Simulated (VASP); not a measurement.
# SnSe (Fm-3m) in VASP: notebook, part 2 of 2

VASP 6.6.1. The steps go on from the part before.

### 3 Single point, r2SCAN+D4

This run uses another cell than the first one, of 26.18 Å³/atom, 1.021 times its volume.

POSCAR

```
SnSe
1.0
    0.0000000000      2.9693193375      2.9693193375
    2.9693193375      0.0000000000      2.9693193375
    2.9693193375      2.9693193375      0.0000000000
Sn Se
1 1
Direct
    0.0000000000      0.0000000000      0.0000000000
    0.5000000000      0.5000000000      0.5000000000
```

INCAR.step1

```
SYSTEM = SnSe
PREC = Accurate
ENCUT = 520
ISMEAR = -1
SIGMA = 0.05
LREAL = .False.
LASPH = .True.
NELM = 100
NBANDS = 17
GGA = PE
ALGO = Normal
EDIFF = 1E-4
LWAVE = .True.
LCHARG = .False.
```

INCAR.step2

```
SYSTEM = SnSe
PREC = Accurate
ENCUT = 520
EDIFF = 1E-7
ISMEAR = -1
SIGMA = 0.05
LREAL = .False.
LASPH = .True.
NELM = 100
ALGO = Normal
ISIF = 2
LWAVE = .False.
LCHARG = .False.
METAGGA = R2SCAN
LMIXTAU = .True.
IVDW = 13
VDW_S6 = 1.0
VDW_S8 = 0.6018749
VDW_A1 = 0.51559235
VDW_A2 = 5.77342911
NBANDS = 17
ISTART = 1
```

KPOINTS

```
regular mesh
0
Gamma
  8 8 8
  0 0 0
```

Potentials or basis: VASP PAW PBE potentials, release 64 (Sn_d, Se).

Run with:

```bash
$ cat potpaw_PBE.64/Sn_d/POTCAR potpaw_PBE.64/Se/POTCAR > POTCAR
$ cp INCAR.step1 INCAR
$ mpirun -np 1 vasp_std > vasp.out
$ cp INCAR.step2 INCAR
$ mpirun -np 1 vasp_std > vasp.out
```

Run time: 52 s. Hardware: 1 thread of Intel Xeon Platinum 8488C (Sapphire Rapids), shared host; peak memory 0.19 GiB.

The run converged. Its results:

* Free energy: -40.1408 eV
* Pressure: 1.4 GPa
* Band gap on the k mesh: 0.65 eV, direct
* Dispersion energy per atom: -0.138 eV

Levels at points of the mesh, in eV from the valence-band top:
```csv
k point,band 8,band 9,band 10,band 11,band 12,band 13
"(0.00, 0.00, 0.00)",-2.75,-2.75,-2.75,4.54,4.54,4.54
"(0.50, 0.00, 0.00)",-2.47,-2.47,0.00,0.65,1.13,1.13
"(0.50, 0.50, 0.00)",-6.23,-4.29,-4.29,2.99,5.73,5.73
```

Caveat: the PAW data sets were made with another functional, which shifts forces and pressure a little; spin-orbit coupling is left out, which moves the levels of the heavy elements.

### 4 Single point, PBE

This run uses another cell than the first one, of 27.27 Å³/atom, 1.064 times its volume.

INCAR

```
  ALGO = Normal
  EDIFF = 1E-6
  ENCUT = 520
  GGA = PE
  ISIF = 2
  ISMEAR = -1
  LASPH = True
  LCHARG = True
  LELF = True
  LREAL = False
  LVHAR = True
  LWAVE = False
  NBANDS = 17
  NELM = 80
  PREC = Accurate
  SIGMA = 0.03
```

KPOINTS

```
k-points
0
Gamma
  3 3 3
```

POSCAR

```
SnSe
1.0
    0.0000000000      3.0100000000      3.0100000000
    3.0100000000      0.0000000000      3.0100000000
    3.0100000000      3.0100000000      0.0000000000
Sn Se
1 1
Direct
    0.0000000000      0.0000000000      0.0000000000
    0.5000000000      0.5000000000      0.5000000000
```

Run with:

```bash
$ cat potpaw_PBE.64/Sn_d/POTCAR potpaw_PBE.64/Se/POTCAR > POTCAR
$ mpirun -np 1 vasp_std > vasp.out
```

Wall time 4.6 s (1 thread of AMD EPYC 9R45 (Zen 5), shared host); peak memory 0.14 GiB.

The run converged. Its results:

```
Free energy : -8.4358 eV
Pressure    : -0.6 GPa
```

Levels at points of the mesh, in eV from the Fermi level:
```
           k point  band 8  band 9  band 10  band 11  band 12  band 13
(0.00, 0.00, 0.00)   -2.33   -2.33    -2.33     4.20     4.20     4.20
```

Caveat: the k points lie up to 0.60 Å⁻¹ apart; this odd mesh misses L, where the gap lies, so gap, dielectric constants and Born charges aren't listed; spin-orbit coupling is left out, which moves the levels of the heavy elements.

### 5 Single point, PBE

This run uses another cell than the first one, of 27.27 Å³/atom, 1.064 times its volume.

INCAR

```
SYSTEM = SnSe
ALGO = Normal
EDIFF = 1E-6
ENCUT = 520
GGA = PE
ISIF = 2
ISMEAR = 0
LASPH = .TRUE.
LCHARG = .FALSE.
LREAL = .FALSE.
LWAVE = .FALSE.
NBANDS = 17
NELM = 80
PREC = Accurate
SIGMA = 0.015
```

KPOINTS

```
k-points
0
G
  8 8 8
  0 0 0
```

POSCAR is that of step 4.

Potentials or basis: VASP PAW PBE potentials, release 64 (Sn_d, Se).

Run with:

```bash
$ cat potpaw_PBE.64/Sn_d/POTCAR potpaw_PBE.64/Se/POTCAR > POTCAR
$ mpirun -np 1 vasp_std > vasp.out
```

OUTCAR:

```text
SYSTEM = SnSe
   EDIFF = 1E-6
   ENCUT = 520
   GGA = PE
   ISIF = 2
   ISMEAR = 0
   LASPH = .TRUE.
   LREAL = .FALSE.
   NELM = 80
   PREC = Accurate

 ion  position               nearest neighbor table
   1  0.000  0.000  0.000-   2 3.01   2 3.01   2 3.01   2 3.01   2 3.01   2 3.01
   2  0.500  0.500  0.500-   1 3.01   1 3.01   1 3.01   1 3.01   1 3.01   1 3.01

  LATTYP: Found a face centered cubic cell.
 ALAT       =     6.0200000000

  Lattice vectors:

 A1 = (   0.0000000000,   3.0100000000,   3.0100000000)
 A2 = (   3.0100000000,   0.0000000000,   3.0100000000)
 A3 = (   3.0100000000,   3.0100000000,   0.0000000000)

Analysis of symmetry for initial positions (statically):
=====================================================================
 Subroutine PRICEL returns:
 Original cell was already a primitive cell.

 Routine SETGRP: Setting up the symmetry group for a
 face centered cubic supercell.

 Subroutine GETGRP returns: Found 48 space group operations
[... 9 lines left out ...]

 Routine SETGRP: Setting up the symmetry group for a
 face centered cubic supercell.

[... 143 lines left out ...]

 Free energy of the ion-electron system (eV)
  ---------------------------------------------------
  ext. energy  EPLUGINS =         0.00000000
  ---------------------------------------------------
  free energy    TOTEN  =        -8.21894584 eV

  energy without entropy =       -8.21894584  energy(sigma->0) =       -8.21894584

 E-fermi :   5.7195     XC(G=0):  -9.5996

 val. band max:        5.5840840107   @ k =   0.5000   0.0000   0.0000
 cond. band min:       6.1660539038   @ k =   0.5000   0.0000   0.0000
 fundamental gap:      0.5819698931
 Fermi energy:         5.7194813626

 k-point     1 :       0.0000    0.0000    0.0000
  band No.  band energies     occupation
      1     -16.0186      2.00000
      2     -16.0186      2.00000
      3     -16.0186      2.00000
      4     -16.0164      2.00000
      5     -16.0164      2.00000
      6      -8.2797      2.00000
[... 457 lines left out ...]
      4     -16.0097      2.00000
      5     -16.0046      2.00000
      6      -7.2023      2.00000
[... 9 lines left out ...]
     16      16.3816      0.00000
     17      16.4645      0.00000

 [... further k-points ...]
[... 5 lines left out ...]
  --------------------------------------------------------------------------------------
  -------------------------------------------------------------------------------------
  Total        0.3089667      0.3089667      0.3089667     -0.0000000      0.0000000     -0.0000000
  in kB        9.0759640      9.0759640      9.0759640     -0.0000000      0.0000000     -0.0000000
  external PRESSURE =       9.0759640 kB  Pullay stress =       0.0000000 kB

 VOLUME and BASIS-vectors are now :
 -----------------------------------------------------------------------------
  energy-cutoff  :      520.00
  volume of cell :       54.54
      direct lattice vectors                 reciprocal lattice vectors
     0.000000000  3.010000000  3.010000000    -0.166112957  0.166112957  0.166112957
     3.010000000  0.000000000  3.010000000     0.166112957 -0.166112957  0.166112957
     3.010000000  3.010000000  0.000000000     0.166112957  0.166112957 -0.166112957

 POSITION                                       TOTAL-FORCE (eV/Angst)
 -----------------------------------------------------------------------------------
      0.00000      0.00000      0.00000         0.000000      0.000000      0.000000
      3.01000      3.01000      3.01000        -0.000000     -0.000000     -0.000000
 -----------------------------------------------------------------------------------
    total drift:                                0.000000     -0.000000     -0.000000

  FREE ENERGIE OF THE ION-ELECTRON SYSTEM (eV)
  ---------------------------------------------------
  free  energy   TOTEN  =        -8.2189458416 eV

  energy  without entropy=       -8.2189458416  energy(sigma->0) =       -8.21894584
```

Wall time 14 s (1 thread of AMD EPYC 9R45 (Zen 5), shared host); peak memory 0.16 GiB.

Results:

- Free energy: -8.2189 eV
- Pressure: 0.9 GPa
- Band gap on the k mesh: 0.58 eV, direct

Levels at points of the mesh, in eV from the valence-band top:
```
           k point  band 6  band 7  band 8  band 9  band 10  band 11  band 12  band 13  band 14  band 15
(0.00, 0.00, 0.00)  -13.86   -5.06   -2.19   -2.19    -2.19     4.32     4.32     4.32     5.87     5.87
(0.50, 0.00, 0.00)  -12.93   -8.04   -1.94   -1.94     0.00     0.58     1.25     1.25     8.25    10.12
(0.50, 0.50, 0.00)  -12.66   -6.00   -5.46   -3.63    -3.63     3.03     5.35     5.35     5.97    10.45
```

Caveat: spin-orbit coupling is left out, which moves the levels of the heavy elements. A k mesh can miss the band edges.

### 6 The runs side by side

| level | cell | k mesh | smearing | gap on the mesh (eV) | pressure (GPa) |
| --- | --- | --- | --- | --- | --- |
| r2SCAN+D4 | a = 4.170 Å, angles 60.0°, 2 atoms | 8 × 8 × 8 | fermi-dirac 0.05 eV | 0.72 | 2.8 |
| r2SCAN+D4 | a = 4.199 Å, angles 60.0°, 2 atoms | 8 × 8 × 8 | fermi-dirac 0.05 eV | 0.65 | 1.4 |
| PBE | a = 4.257 Å, angles 60.0°, 2 atoms | 3 × 3 × 3 | fermi-dirac 0.03 eV | - | -0.6 |
| PBE | a = 4.257 Å, angles 60.0°, 2 atoms | 8 × 8 × 8 | gaussian 0.015 eV | 0.58 | 0.9 |

Alike in all rows: task single point; potentials or basis VASP PAW PBE potentials, release 64 (Sn_d, Se); no spin polarisation; cutoff (eV) 520.

Caveats: some runs use coarse meshes; spin-orbit coupling is left out, which moves the levels of the heavy elements; the PAW data sets were made with another functional, which shifts forces and pressure a little (some runs).

Total energies depend on the potentials used, so only differences within one code and one set of settings carry meaning.
